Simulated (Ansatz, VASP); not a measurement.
# LiSe4: VASP beside Ansatz

File INCAR:

```
SYSTEM = LiSe4
PREC = Accurate
ENCUT = 600
EDIFF = 1E-6
ISMEAR = 0
SIGMA = 0.1
LREAL = .FALSE.
LASPH = .TRUE.
NELM = 100
ALGO = Normal
ISIF = 3
LWAVE = .FALSE.
LCHARG = .FALSE.
GGA = PE
IVDW = 12
IBRION = 2
NSW = 100
EDIFFG = -0.01
```

Contents of KPOINTS:

```
Automatic mesh
0
G
  8 8 10
  0 0 0
```

Contents of POSCAR:

```
LiSe4
1.0
    5.3974257779      0.0000000000      0.0000000000
    0.0000000000      5.3974257779      0.0000000000
    0.0000000000      0.0000000000      3.8174345546
Li Se
1 4
Direct
    0.5000000000      0.5000000000      0.5000000000
    0.2421005842      0.7578994158      0.0000000000
    0.2421005842      0.2421005842      0.0000000000
    0.7578994158      0.7578994158      0.0000000000
    0.7578994158      0.2421005842      0.0000000000
```

Input for Ansatz:

```yaml
crystal:
  lattice:
    - [5.3974257779, 0.0, 0.0]
    - [0.0, 5.3974257779, 0.0]
    - [0.0, 0.0, 3.8174345546]
  atoms:
    - { symbol: Li, position: [0.5, 0.5, 0.5] }
    - { symbol: Se, position: [0.2421005842, 0.7578994158, 0.0] }
    - { symbol: Se, position: [0.2421005842, 0.2421005842, 0.0] }
    - { symbol: Se, position: [0.7578994158, 0.7578994158, 0.0] }
    - { symbol: Se, position: [0.7578994158, 0.2421005842, 0.0] }
basis:
  ecutwfc: 420
kpoints:
  mp_grid: { grid: [8, 8, 10] }
hamiltonian:
  xc: pbe
  dispersion: d3bj
scf:
  occupations: { method: gaussian, width: 0.1 }
output:
  forces: true
  stress: true
  eigenvalues: true
  write_density: true
  write_potential: true
  elf: true
  volumetric_format: npy
relax:
  adjacent_minimum: "off"
  f_tol: 0.01
  max_steps: 80
  cell: { stress_tol: 0.05 }
```

Alike in both runs: task relaxation of cell and atoms; functional PBE; dispersion D3(BJ); k mesh 8 × 8 × 10; occupations gaussian, width 0.1 eV; no spin polarisation.

|  | VASP | Ansatz |
| --- | --- | --- |
| version | VASP 6.6.1 | Ansatz 0.2.0 |
| potentials or method | VASP PAW PBE potentials, release 64 (Li_sv, Se), cutoff 600 eV | scalar-relativistic, plane waves, PAW |
| valence electrons in the cell | 27 | 67 |

```csv
,VASP,Ansatz,Ansatz less VASP
"gap on the k mesh at the Fermi level, each at its own relaxed structure (eV)",none,none,-
relaxed volume (Å³/atom),22.16,22.15,-0.011
relaxed cell length with the largest relative difference (Å),3.828,3.823,-0.0053
```

A gap of «none» marks a metal or a gap that the smearing closes. VASP's potentials hold 27 valence electrons a cell and Ansatz's 67, so a difference there can come from the potentials and not from the codes.

Noted on VASP's run: the cutoff is short for stress, so the pressure is rough; too few bands were computed for a metal, which touches its energy and stress.
